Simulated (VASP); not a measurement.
# TiO2 (Pbca) in VASP: further runs

TiO2 is run at these levels: PBE; tasks: single point.

Program: VASP 6.6.1. These are calculated values, not measurements. Logs are shortened: lines on timing, memory, paths and dates and some standing lists are left out, and cuts for length are marked.

**1. The cell of the first run**

The structure is orthorhombic, space group Pbca (No. 61). Conventional cell: a = 5.110 Å, b = 9.123 Å, c = 5.410 Å, α = 90.00°, β = 90.00°, γ = 90.00°. Within 2.5 Å of Ti (site symmetry 1) lie 6 O at 1.85 to 2.05 Å. Within 2.6 Å of O (site symmetry 1) lie 3 Ti at 1.90 to 2.05 Å and 1 O at 2.52 Å. Within 2.6 Å of O (site symmetry 1) lie 3 Ti at 1.85 to 2.01 Å and 2 O at 2.51 to 2.52 Å.

**2. Single point, PBE (10.51 Å³/atom)**

Input file INCAR:

```
SYSTEM = TiO2
ALGO = Normal ; EDIFF = 1E-6
ENCUT = 520 ; GGA = PE
ISIF = 2 ; ISMEAR = -1
LASPH = .True. ; LCHARG = .True.
LELF = .True. ; LREAL = Auto
LVHAR = .True. ; LWAVE = .False.
NBANDS = 114 ; NELM = 60
PREC = Accurate ; SIGMA = 0.02
```

Input file KPOINTS:

```
k-points
0
Gamma
  5 3 5
  0 0 0
```

Input file POSCAR:

```
TiO2
1.0
    5.1104687582      0.0000000000      0.0000000000
    0.0000000000      9.1233538473      0.0000000000
    0.0000000000      0.0000000000      5.4104418515
Ti O
8 16
Direct
    0.1389447484      0.1290827132      0.9040404538
    0.6389447484      0.3709172868      0.0959595462
    0.8610552516      0.6290827132      0.5959595462
    0.3610552516      0.8709172868      0.4040404538
    0.8610552516      0.8709172868      0.0959595462
    0.3610552516      0.6290827132      0.9040404538
    0.1389447484      0.3709172868      0.4040404538
    0.6389447484      0.1290827132      0.5959595462
    0.4634616605      0.2309269691      0.8893240304
    0.9634616605      0.2690730309      0.1106759696
    0.5365383395      0.7309269691      0.6106759696
    0.0365383395      0.7690730309      0.3893240304
    0.5365383395      0.7690730309      0.1106759696
    0.0365383395      0.7309269691      0.8893240304
    0.4634616605      0.2690730309      0.3893240304
    0.9634616605      0.2309269691      0.6106759696
    0.8140361348      0.0090201744      0.8498161263
    0.3140361348      0.4909798256      0.1501838737
    0.1859638652      0.5090201744      0.6501838737
    0.6859638652      0.9909798256      0.3498161263
    0.1859638652      0.9909798256      0.1501838737
    0.6859638652      0.5090201744      0.8498161263
    0.8140361348      0.4909798256      0.3498161263
    0.3140361348      0.0090201744      0.6501838737
```

Potentials or basis: VASP PAW PBE potentials, release 64 (Ti_sv, O).

On the command line:

```sh
> cat potpaw_PBE.64/Ti_sv/POTCAR potpaw_PBE.64/O/POTCAR > POTCAR
> mpirun -np 1 vasp_std > vasp.out
```

OUTCAR:

```text
SYSTEM = TiO2
   EDIFF = 1E-6
   ENCUT = 520
   GGA = PE
   ISIF = 2
   ISMEAR = -1
   LASPH = .True.
   LREAL = Auto
   NELM = 60
   PREC = Accurate

 ion  position               nearest neighbor table
   1  0.139  0.129  0.904-  21 1.85   9 1.90  10 1.92  24 1.97  17 2.01  16 2.05
   2  0.639  0.371  0.096-  22 1.85  10 1.90   9 1.92  23 1.97  18 2.01  15 2.05
   3  0.861  0.629  0.596-  23 1.85  11 1.90  12 1.92  22 1.97  19 2.01  14 2.05
   4  0.361  0.871  0.404-  24 1.85  12 1.90  11 1.92  21 1.97  20 2.01  13 2.05
   5  0.861  0.871  0.096-  17 1.85  13 1.90  14 1.92  20 1.97  21 2.01  12 2.05
   6  0.361  0.629  0.904-  18 1.85  14 1.90  13 1.92  19 1.97  22 2.01  11 2.05
   7  0.139  0.371  0.404-  19 1.85  15 1.90  16 1.92  18 1.97  23 2.01  10 2.05
   8  0.639  0.129  0.596-  20 1.85  16 1.90  15 1.92  17 1.97  24 2.01   9 2.05
   9  0.463  0.231  0.889-   1 1.90   2 1.92   8 2.05
  10  0.963  0.269  0.111-   2 1.90   1 1.92   7 2.05
  11  0.537  0.731  0.611-   3 1.90   4 1.92   6 2.05
  12  0.037  0.769  0.389-   4 1.90   3 1.92   5 2.05
  13  0.537  0.769  0.111-   5 1.90   6 1.92   4 2.05
  14  0.037  0.731  0.889-   6 1.90   5 1.92   3 2.05
[... 8 lines left out ...]
  23  0.814  0.491  0.350-   3 1.85   2 1.97   7 2.01
  24  0.314  0.009  0.650-   4 1.85   1 1.97   8 2.01

  LATTYP: Found a simple orthorhombic cell.
 ALAT       =     5.1104687582
 B/A-ratio  =     1.0586977648
 C/A-ratio  =     1.7852283771

  Lattice vectors:

 A1 = (  -5.1104687582,   0.0000000000,   0.0000000000)
 A2 = (   0.0000000000,   0.0000000000,   5.4104418515)
 A3 = (   0.0000000000,   9.1233538473,   0.0000000000)

Analysis of symmetry for initial positions (statically):
=====================================================================
 Subroutine PRICEL returns:
 Original cell was already a primitive cell.

 Routine SETGRP: Setting up the symmetry group for a
 simple orthorhombic supercell.

 Subroutine GETGRP returns: Found  8 space group operations
 (whereof  2 operations were pure point group operations)
 out of a pool of  8 trial point group operations.

The static configuration has the point symmetry S_2 .
 The point group associated with its full space group is D_2h.

Analysis of symmetry for dynamics (positions and initial velocities):
=====================================================================
 Subroutine PRICEL returns:
 Original cell was already a primitive cell.

 Routine SETGRP: Setting up the symmetry group for a
 simple orthorhombic supercell.

 Subroutine GETGRP returns: Found  8 space group operations
 (whereof  2 operations were pure point group operations)
 out of a pool of  8 trial point group operations.

The dynamic configuration has the point symmetry S_2 .
 The point group associated with its full space group is D_2h.

 Subroutine INISYM returns: Found  8 space group operations
 (whereof  2 operations are pure point group operations),
 and found     1 'primitive' translations

----------------------------------------------------------------------------------------

                                     Primitive cell

  volume of cell :     252.2598

  direct lattice vectors                    reciprocal lattice vectors
     5.110468758  0.000000000  0.000000000     0.195676766  0.000000000  0.000000000
     0.000000000  9.123353847  0.000000000     0.000000000  0.109608815  0.000000000
     0.000000000  0.000000000  5.410441851     0.000000000  0.000000000  0.184827788

  length of vectors
     5.110468758  9.123353847  5.410441851     0.195676766  0.109608815  0.184827788

  position of ions in fractional coordinates (direct lattice)
     0.138944748  0.129082713  0.904040454
     0.638944748  0.370917287  0.095959546
     0.861055252  0.629082713  0.595959546
     0.361055252  0.870917287  0.404040454
     0.861055252  0.870917287  0.095959546
     0.361055252  0.629082713  0.904040454
[... 16 lines left out ...]
     0.814036135  0.490979826  0.349816126
     0.314036135  0.009020174  0.650183874

  ion indices of the primitive-cell ions
   primitive index   ion index
                 1           1
                 2           2
                 3           3
                 4           4
                 5           5
                 6           6
[... 16 lines left out ...]
                23          23
                24          24

----------------------------------------------------------------------------------------

 KPOINTS: k-points

Automatic generation of k-mesh.
 Grid dimensions read from file:
 generate k-points for:    5    3    5

 Generating k-lattice:

  Cartesian coordinates                     Fractional coordinates (reciprocal lattice)
     0.039135353  0.000000000  0.000000000     0.200000000  0.000000000  0.000000000
     0.000000000  0.036536272  0.000000000     0.000000000  0.333333333  0.000000000
     0.000000000  0.000000000  0.036965558     0.000000000  0.000000000  0.200000000

  Length of vectors
     0.039135353  0.036536272  0.036965558

  Shift w.r.t. Gamma in fractional coordinates (k-lattice)
     0.000000000  0.000000000  0.000000000

 Subroutine IBZKPT returns following result:
 ===========================================

 Found     18 irreducible k-points:

 Following reciprocal coordinates:
            Coordinates               Weight
  0.000000  0.000000  0.000000      1.000000
  0.200000  0.000000  0.000000      2.000000
  0.400000  0.000000  0.000000      2.000000
  0.000000  0.333333  0.000000      2.000000
  0.200000  0.333333  0.000000      4.000000
  0.400000  0.333333  0.000000      4.000000
[... 10 lines left out ...]
  0.200000  0.333333  0.400000      8.000000
  0.400000  0.333333  0.400000      8.000000
   k-points           NKPTS =     18   k-points in BZ     NKDIM =     18   number of bands    NBANDS=    114
   number of dos      NEDOS =    301   number of ions     NIONS =     24
   total plane-waves  NPLWV = 112000
   dimension x,y,z NGX =    40 NGY =   70 NGZ =   40
   dimension x,y,z NGXF=    80 NGYF=  140 NGZF=   80
   ions per type =               8  16
   NGX,Y,Z   is equivalent  to a cutoff of  13.01, 12.76, 12.29 a.u.
   NGXF,Y,Z  is equivalent  to a cutoff of  26.02, 25.51, 24.58 a.u.
 SYSTEM =  TiO2
   PREC   = accura    normal or accurate (medium, high low for compatibility)
   ISTART =      0    job   : 0-new  1-cont  2-samecut
   ICHARG =      2    charge: 1-file 2-atom 10-const
   ISPIN  =      1    spin polarized calculation?
   LNONCOLLINEAR =      F non collinear calculations
   LSORBIT =      F    spin-orbit coupling
   LASPH  =      T    aspherical Exc in radial PAW
   ENCUT  =  520.0 eV  38.22 Ry    6.18 a.u.   9.50 16.96 10.06*2*pi/ulx,y,z
   NELM   =     60;   NELMIN=  2; NELMDL= -5     # of ELM steps
   EDIFF  = 0.1E-05   stopping-criterion for ELM
   LREAL  =      T    real-space projection
   EDIFFG = 0.1E-04   stopping-criterion for IOM
   NSW    =      0    number of steps for IOM
   IBRION =     -1    ionic relax: 0-MD 1-quasi-New 2-CG
   NFREE  =      0    steps in history (QN), initial steepest desc. (CG)
   ISIF   =      2    stress and relaxation
   ISYM   =      2    0-nonsym 1-usesym 2-fastsym
   POTIM  = 0.5000    time-step for ionic-motion
   TEBEG  =    0.0;   TEEND  =   0.0 temperature during run
   PSTRESS=    0.0 pullay stress
   NELECT =     192.0000    total number of electrons
   NUPDOWN=      -1.0000    fix difference up-down
   EMIN   =  10.00;   EMAX   =-10.00  energy-range for DOS
   EFERMI =   0.00;   METHOD = LEGACY
   ISMEAR =    -1;   SIGMA  =   0.02  broadening in eV -4-tet -1-fermi 0-gaus
   EFERMI_NEDOS =   21; number of points for ismear=-14 and -15
   IALGO  =     38    algorithm
   IMIX   =      4    mixing-type and parameters
     AMIX     =   0.40;   BMIX     =  1.00
     AMIX_MAG =   1.60;   BMIX_MAG =  1.00
  volume/ion in A,a.u.               =      10.51        70.93
  Fermi-wavevector in a.u.,A,eV,Ry     =   1.494718  2.824607 30.397887  2.234182
  Thomas-Fermi vector in A             =   2.606955
   LORBIT       =      0    0 simple, 1 ext, 2 COOP (PROOUT), +10 PAW based schemes
   GGA     = PE    functional components
   LHFCALC =     F    Hartree Fock is set to
   AEXX    =    0.0000 exact exchange contribution
   IVDW    =     0    specifies the selected vdW correction
   LEPSILON=     F    determine dielectric tensor
   LRPA    =     F    only Hartree local field effects (RPA)
 non-spin polarized calculation
  energy-cutoff  :      520.00
  volume of cell :      252.26
 maximum number of plane-waves:      6819
 NGX is ok and might be reduce to    40
   NGX = 19   NGY = 33   NGZ = 21

 number of electron     191.9999978 magnetization

 Free energy of the ion-electron system (eV)
  ---------------------------------------------------
  ext. energy  EPLUGINS =         0.00000000
  ---------------------------------------------------
  free energy    TOTEN  =      -214.75172620 eV

  energy without entropy =     -214.75172620  energy(sigma->0) =     -214.75172620

 E-fermi :   4.8820     XC(G=0): -11.2930

 val. band max:        4.3361181908   @ k =   0.0000   0.0000   0.0000
 cond. band min:       6.6737690138   @ k =   0.0000   0.0000   0.0000
 fundamental gap:      2.3376508230
 Fermi energy:         4.8819546593

 k-point     1 :       0.0000    0.0000    0.0000
  band No.  band energies     occupation
      1     -52.0815      2.00000
      2     -52.0707      2.00000
      3     -52.0567      2.00000
      4     -52.0460      2.00000
      5     -52.0455      2.00000
      6     -52.0454      2.00000
[... 100 lines left out ...]
    107       7.6873      0.00000
    108       7.8026      0.00000

 k-point     2 :       0.2000    0.0000    0.0000
  band No.  band energies     occupation
      1     -52.0781      2.00000
      2     -52.0683      2.00000
      3     -52.0538      2.00000
      4     -52.0489      2.00000
      5     -52.0479      2.00000
      6     -52.0440      2.00000
[... 1768 lines left out ...]
 k-point    18 :       0.4000    0.3333    0.4000
  band No.  band energies     occupation
      1     -52.0638      2.00000
      2     -52.0622      2.00000
      3     -52.0601      2.00000
      4     -52.0601      2.00000
      5     -52.0397      2.00000
      6     -52.0381      2.00000
[... 100 lines left out ...]
    107       7.7952      0.00000
    108       7.8133      0.00000
 [bands above 108 left out]

------------------------ aborting loop because EDIFF is reached ----------------------------------------

  FORCE on cell =-STRESS in cart. coord.  units (eV):
  Direction    XX          YY          ZZ          XY          YZ          ZX
  --------------------------------------------------------------------------------------
  -------------------------------------------------------------------------------------
  Total       14.9218741     15.8275119     16.1623093      0.0000000      0.0000000      0.0000000
  in kB       94.7732912    100.5252684    102.6516665      0.0000000      0.0000000      0.0000000
  external PRESSURE =      99.3167420 kB  Pullay stress =       0.0000000 kB

 VOLUME and BASIS-vectors are now :
 -----------------------------------------------------------------------------
  energy-cutoff  :      520.00
  volume of cell :      252.26
      direct lattice vectors                 reciprocal lattice vectors
     5.110468758  0.000000000  0.000000000     0.195676766  0.000000000  0.000000000
     0.000000000  9.123353847  0.000000000     0.000000000  0.109608815  0.000000000
     0.000000000  0.000000000  5.410441851     0.000000000  0.000000000  0.184827788

 POSITION                                       TOTAL-FORCE (eV/Angst)
 -----------------------------------------------------------------------------------
      0.71007      1.17767      4.89126         0.002665      0.012523     -0.026684
      3.26531      3.38401      0.51918         0.002665     -0.012523      0.026684
      4.40040      5.73934      3.22440        -0.002665      0.012523      0.026684
      1.84516      7.94569      2.18604        -0.002665     -0.012523     -0.026684
      4.40040      7.94569      0.51918        -0.002665     -0.012523      0.026684
      1.84516      5.73934      4.89126        -0.002665      0.012523     -0.026684
[... 16 lines left out ...]
      4.16011      4.47938      1.89266        -0.025716     -0.014416     -0.032880
      1.60487      0.08229      3.51778        -0.025716      0.014416      0.032880
 -----------------------------------------------------------------------------------
    total drift:                               -0.000000      0.000000      0.000000

  FREE ENERGIE OF THE ION-ELECTRON SYSTEM (eV)
  ---------------------------------------------------
  free  energy   TOTEN  =      -214.7517262010 eV

  energy  without entropy=     -214.7517262010  energy(sigma->0) =     -214.75172620
```

Run time: 13 min. Hardware: 1 thread of Intel Xeon Platinum 8375C at 2.90GHz (Ice Lake), shared host; peak memory 0.51 GiB.

Results:

| Item | Value |
| --- | --- |
| Free energy | -214.7517 eV |
| Pressure | 9.9 GPa |
| Largest force | 0.044 eV/Å |
| Band gap on the k mesh | 2.34 eV |

Forces in eV/Å, atoms in the order of the input:
```
Ti   0.003  0.013 -0.027
Ti   0.003 -0.013  0.027
Ti  -0.003  0.013  0.027
Ti  -0.003 -0.013 -0.027
Ti  -0.003 -0.013  0.027
Ti  -0.003  0.013 -0.027
Ti   0.003 -0.013 -0.027
Ti   0.003  0.013  0.027
O    0.019  0.011  0.000
O    0.019 -0.011  0.000
O   -0.019  0.011  0.000
O   -0.019 -0.011  0.000
O   -0.019 -0.011  0.000
O   -0.019  0.011  0.000
O    0.019 -0.011  0.000
O    0.019  0.011  0.000
O   -0.026  0.014 -0.033
O   -0.026 -0.014  0.033
O    0.026  0.014  0.033
O    0.026 -0.014 -0.033
O    0.026 -0.014  0.033
O    0.026  0.014 -0.033
O   -0.026 -0.014 -0.033
O   -0.026  0.014  0.033
```

Stress tensor (GPa, compression positive):
```
 9.48  0.00  0.00
 0.00 10.05  0.00
 0.00  0.00 10.27
```

Caveat: the cell stands under pressure.

[end of part 1 of 2]
